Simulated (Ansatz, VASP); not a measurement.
**BN in VASP and in Ansatz**

```xyz
2
Lattice="0.0000 1.8075 1.8075 1.8075 0.0000 1.8075 1.8075 1.8075 0.0000" Properties=species:S:1:pos:R:3 pbc="T T T"
B     0.0000    0.0000    0.0000
N     2.7113    2.7113    2.7113
```

Alike in both runs: task electric field gradients; functional LDA; k mesh 11 × 11 × 11; occupations fermi-dirac, width 0.02 eV; no spin polarisation.

|  | VASP | Ansatz |
| --- | --- | --- |
| version | VASP 6.6.1 | Ansatz 0.2.0 |
| potentials or method | VASP PAW LDA potentials, release 64 (B, N) | PAW with Ansatz's default frozen-core files, scalar-relativistic |
| plane-wave cutoff (eV) | 520 | 420 |
| valence electrons in the cell | 8 | 8 |

|  | VASP | Ansatz | Ansatz less VASP |
| --- | --- | --- | --- |
| gap on the k mesh at the Fermi level (eV) | 4.45 | 4.46 | +0.017 |
| pressure (GPa) | -10.1 | -11.0 | -0.87 |

LDA's correlation is that of Perdew and Zunger in VASP and of Perdew and Wang (1992) in Ansatz.
